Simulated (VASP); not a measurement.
Write the native input for VASP 6.6.1 that does the following.

```
Task                   : electric field gradients
Functional             : PBE
Potentials or basis    : VASP PAW PBE potentials, release 64 (B, N, H)
Cutoff                 : 520 eV
k mesh                 : 2 × 2 × 2, shifted
Occupations            : fermi-dirac, width 0.01 eV
Spin                   : collinear spin
Fixed moment           : 2 μB
Dipole correction      : no
Further INCAR settings : LREAL = Auto; ALGO = Normal; EDIFF = 1e-08; NBANDS = 89
```

The structure of B15HN16 (a cell with a defect) lies in POSCAR:

```
B15HN16
1.0
   -3.6241103844      3.6241103844     -3.6241103844
    3.6241103844      3.6241103844      3.6241103844
    3.6241103844     -3.6241103844     -3.6241103844
B N H
15 16 1
Direct
   -0.0023673584     -0.0018502984     -0.0037555437
    0.0028363114      0.2522140979      0.7505234420
    0.0028989718      0.5011505711      0.5015703671
   -0.0023160251      0.7468348519      0.2475377295
    0.2517294757      0.0032847656      0.7504819626
    0.2517207409      0.5011765828      0.2527544211
    0.2511741733      0.7509238763      0.0002937257
    0.5006494634      0.0033256784      0.5015967096
    0.5007062309      0.2522459728      0.2527085349
    0.5000524285      0.5005894599      0.0001289906
    0.5000539688      0.7507772684      0.7499072917
    0.7463807383     -0.0018611922      0.2474749586
    0.7504597036      0.2516574637      0.0002889658
    0.7502990905      0.5006607275      0.7499570553
    0.7504233566      0.7508801927      0.5010385555
   -0.0159775654     -0.0155028435      0.2338922916
    0.0003908317      0.2512441909      0.0032754806
    0.0048457501      0.5027687735      0.7521337491
    0.0003793716      0.7538908192      0.5005761104
    0.2507414441      0.0009045064      0.0033154836
    0.2529006506      0.2533453402      0.7769340707
    0.2529389456      0.5274340380      0.5027657432
    0.2507478746      0.7539273681      0.2502131607
    0.5023288284      0.0053827625      0.7521731348
    0.5271655170      0.2534265406      0.5028078628
    0.5023210200      0.5028326481      0.2547338829
    0.4991059286      0.7505051902     -0.0001270201
    0.7534128451      0.0008686099      0.5005789623
    0.7534334209      0.2512431198      0.2502313891
    0.7500085790      0.4996071771     -0.0001255409
    0.7499996049      0.7505291037      0.7489817856
    0.1474754369      0.1480057832      0.3975823116
```

These files were run (other wordings do the same):

INCAR

```
PREC = Accurate
ENCUT = 520
EDIFF = 1E-8
ISMEAR = -1
SIGMA = 0.01
LREAL = Auto
LASPH = T
NELM = 150
ALGO = Normal
ISIF = 2
LWAVE = F
LCHARG = F
ISPIN = 2
MAGMOM = 0 0 0 0 0 0 0.01 0 0 -0.01 -0.01 0 0.01 -0.01 0.01 0.01 0.04 0.04 0.04 0.04 0.33 0.33 0.04 0.04 0.33 0.04 0.01 0.04 0.04 0.01 0.01 0
LORBIT = 11
NUPDOWN = 2.0
GGA = PE
LEFG = T
NBANDS = 89
```

KPOINTS

```
Automatic mesh
0
Gamma
  2 2 2
  0.5 0.5 0.5
```

Potentials or basis: VASP PAW PBE potentials, release 64 (B, N, H).

The run is started by

```bash
$ cat potpaw_PBE.64/B/POTCAR potpaw_PBE.64/N/POTCAR potpaw_PBE.64/H/POTCAR > POTCAR
$ mpirun -np 1 vasp_std > vasp.out
```

It gave:

The pressure is 5.4 GPa and the largest force is 0.198 eV/Å. The net moment is 2.00 μB per cell and the site moments are B -0.00, -0.01, +0.01 (each value once); N +0.02, +0.04, +0.37, +0.01 (each value once); H -0.00 μB. The largest electric field gradient by atom is B -1.0, -4.1, -4.2, +1.2, -5.0 (each value once); N +4.9, +4.6, +3.6, +4.5, +26.1, +25.9, +3.5, +26.2, -3.6, -3.4, -3.5 (each value once); H +29.1 V/Å² and the valence electrons inside the program's atomic spheres are B 2.05, 2.04 (each value once); N 4.04, 3.96, 3.90, 3.98 (each value once); H 0.72.

Caveat: the k points lie up to 0.61 Å⁻¹ apart; without QUAD_EFG the Cq values of the log hold for a quadrupole moment of 1 mb, not for the nuclei; the total moment is fixed, so each spin has its own Fermi level and the state may be an excited one.

It took 8.1 min on 1 thread of Intel(R) Xeon(R) Platinum 8259CL CPU @ 2.50GHz (Skylake/Cascade Lake), on a shared host, peak memory 0.44 GiB.
